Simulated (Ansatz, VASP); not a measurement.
# Two plane-wave programs on AlAs

```
CELL_PARAMETERS angstrom
0.00000 2.73272 2.73272
2.73272 0.00000 2.73272
2.73272 2.73272 0.00000
ATOMIC_POSITIONS crystal
Al 0.00000 0.00000 0.00000
As 0.25000 0.25000 0.25000
```

Alike in both runs: task single point; functional PBE; k mesh 6 × 6 × 6; no spin polarisation.

|  | VASP | Ansatz |
| --- | --- | --- |
| version | VASP 6.6.1 | Ansatz 0.2.0 |
| potentials or method | VASP PAW PBE potentials, release 64 (Al, As), cutoff 500 eV | plane waves, PAW |
| occupations | methfessel-paxton of order 1, width 0.01 eV | cold, width 0.01 eV |
| valence electrons in the cell | 8 | 18 |

VASP gave:

- pressure (GPa): 13.1

**Question.** What did Ansatz give for the same quantities?

**Answer.** Pressure (GPa): 12.8.

VASP's potentials hold 8 valence electrons a cell and Ansatz's 18, so a difference there can come from the potentials and not from the codes.
